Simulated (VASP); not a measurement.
Wanted: the native input for a VASP 6.6.1 run.

```
Task                   : single point
Functional             : PBEsol
Potentials or basis    : VASP PAW PBE potentials, release 64 (Si, C)
Cutoff                 : 600 eV
k mesh                 : 6 × 4 × 6
Occupations            : gaussian, width 0.1 eV
Spin                   : no spin polarisation
Dipole correction      : no
Further INCAR settings : ALGO = Normal; EDIFF = 1e-06; NBANDS = 16
```

The structure of SiC (a.eA) lies in POSCAR:

```
SiC
1.0
    3.1807798076      0.0000000000      0.0000000000
    0.0000000000      4.4983018932      0.0000000000
    0.0000000000      0.0000000000      3.0030912500
Si C
2 2
Direct
    0.0000000000      0.0000000000      0.0000000000
    0.5000000000      0.5000000000      0.5000023000
    0.5000000000      0.2500000000      0.0000000000
    1.0000000000      0.7500000000      0.5000023000
```

The input as run:

INCAR

```
ALGO = Normal
EDIFF = 1E-6
ENCUT = 600
GGA = PS
GGA_COMPAT = F
ISIF = 2
ISMEAR = 0
LASPH = T
LCHARG = T
LELF = T
LREAL = F
LVHAR = T
LWAVE = F
NBANDS = 16
NELM = 120
PREC = Accurate
SIGMA = 0.1
```

KPOINTS

```
k-points
0
Gamma
  6 4 6
```

Potentials or basis: VASP PAW PBE potentials, release 64 (Si, C).

Command:

```sh
$ cat potpaw_PBE.64/Si/POTCAR potpaw_PBE.64/C/POTCAR > POTCAR
$ mpirun -np 1 vasp_std > vasp.out
```

Results of the run:

```
Pressure               : -7.0 GPa
Largest force          : 0.376 eV/Å
Band gap on the k mesh : 0.93 eV
```

Caveat: the PAW data sets were made with another functional, which shifts forces and pressure a little.

Run time: 13 s on 1 thread of Intel(R) Xeon(R) 6975P-C (Granite Rapids), with other jobs on the host, peak memory 0.17 GiB.
